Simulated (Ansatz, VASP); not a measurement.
Si7Ge: VASP beside Ansatz

```
CELL_PARAMETERS angstrom
5.42523 0.00000 0.00000
0.00000 5.42523 0.00000
0.00000 0.00000 5.42523
ATOMIC_POSITIONS crystal
Ge 0.00000 0.00000 0.00000
Si 0.00000 0.50000 0.50000
Si 0.50000 0.00000 0.50000
Si 0.50000 0.50000 0.00000
Si 0.25241 0.25241 0.25241
Si 0.25241 0.74759 0.74759
Si 0.74759 0.25241 0.74759
Si 0.74759 0.74759 0.25241
```

Alike in both runs: task relaxation of the atoms; functional LDA; k mesh 6 × 6 × 6; no spin polarisation.

|  | VASP | Ansatz |
| --- | --- | --- |
| version | VASP 6.6.1 | Ansatz 0.2.0 |
| potentials or method | VASP PAW LDA potentials, release 64 (Ge_d, Si) | scalar-relativistic, plane waves, PAW |
| plane-wave cutoff (eV) | 520 | 420 |
| occupations | gaussian, width 0.01 eV | fixed |
| valence electrons in the cell | 42 | 42 |

```csv
,VASP,Ansatz,Ansatz less VASP
"gap on the k mesh at the Fermi level, each at its own relaxed structure (eV)",0.26,0.26,+0.001
```

LDA's correlation is that of Perdew and Zunger in VASP and of Perdew and Wang (1992) in Ansatz. Ansatz's warnings: stress scf threshold loose.
